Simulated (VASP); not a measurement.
The system is TlZn4.

```
Zn Tl
1.0
     4.39476    0.00000    0.00000
     0.00000    4.39476    0.00000
     0.00000    0.00000    4.39476
Zn Tl
4 1
Direct
  0.50000 0.50000 0.50000
  0.00000 0.50000 0.50000
  0.50000 0.00000 0.50000
  0.50000 0.50000 0.00000
  0.00000 0.00000 0.00000
```

* Program: VASP 6.6.1
* Task: relaxation of cell and atoms
* Functional: PBE
* Potentials or basis: VASP PAW PBE potentials, release 64 (Zn, Tl_d)
* Cutoff: 600 eV
* k mesh: 4 × 4 × 4
* Occupations: gaussian, width 0.1 eV
* Spin: no spin polarisation

At the start: pressure 20.8 GPa; volume 16.98 Å³/atom.

Problem. How do energy, volume and symmetry change on relaxing?

Solution. Over 3 steps the energy falls by 268.9 meV/atom and the volume is 22.38 Å³/atom (+31.8 %); space group Pm-3m (No. 221, to 0.05 Å).

Step by step:
| step | energy change (eV) | largest force (eV/Å) | pressure (GPa) | volume (Å³) |
| --- | --- | --- | --- | --- |
| 1 | 0.0000 | 0.0000 | 20.82 | 84.88 |
| 2 | -1.3397 | 0.0000 | -0.77 | 114.96 |
| 3 | -1.3445 | 0.0000 | 0.27 | 111.89 |

Final structure:
```
Zn Tl
1.0
     4.81875    0.00000    0.00000
     0.00000    4.81875    0.00000
     0.00000    0.00000    4.81875
Zn Tl
4 1
Direct
  0.50000 0.50000 0.50000
  0.00000 0.50000 0.50000
  0.50000 0.00000 0.50000
  0.50000 0.50000 0.00000
  0.00000 0.00000 0.00000
```

Caveat: the volume moved by over 15 % at a fixed basis, so the end points are rough.
